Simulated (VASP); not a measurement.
Write the native input for VASP 6.6.1 that does the following.

* Task: single point
* Functional: PBE
* Potentials or basis: VASP PAW PBE potentials, release 64 (Sc_sv, Ta_pv)
* Cutoff: 520 eV
* k mesh: 12 × 12 × 10
* Occupations: gaussian, width 0.1 eV
* Spin: no spin polarisation
* Dipole correction: no
* Further INCAR settings: ALGO = Fast; EDIFF = 1e-07; NBANDS = 30

The structure of Sc3Ta lies in POSCAR:

```
Sc3Ta
1.0
    5.0691127339      0.0000000000      0.0000000000
   -2.5345563670      4.3899804022      0.0000000000
    0.0000000000      0.0000000000      5.1441247529
Sc Ta
3 1
Direct
    0.0000000000      0.0000000000      0.0000000000
    0.3333333333      0.6666666667      0.5000000000
    0.6666666667      0.3333333333      0.5000000000
    0.0000000000      0.0000000000      0.5000000000
```

The cell was generated, and may not be a known phase.

One way to write it, as run:

INCAR

```
PREC = Accurate ; ENCUT = 520
EDIFF = 1E-7 ; ISMEAR = 0
SIGMA = 0.1 ; LREAL = F
LASPH = T ; NELM = 100
ALGO = Fast ; ISIF = 2
LWAVE = F ; LCHARG = F
GGA = PE ; NBANDS = 30
```

KPOINTS

```
regular mesh
0
Gamma
  12 12 10
```

Potentials or basis: VASP PAW PBE potentials, release 64 (Sc_sv, Ta_pv).

Command:

```sh
$ cat potpaw_PBE.64/Sc_sv/POTCAR potpaw_PBE.64/Ta_pv/POTCAR > POTCAR
$ mpirun -np 1 vasp_std > vasp.out
```

Results of the run:

```json
{"Pressure": "0.1 GPa", "Band gap on the k mesh": "zero (bands 22 and 23 overlap by 0.42 eV)"}
```

Caveat: spin-orbit coupling is left out, which moves the levels of the heavy elements.

It took 27 min on 1 thread of Oxide Virtual Turin-like Processor, on a shared host, peak memory 0.46 GiB.
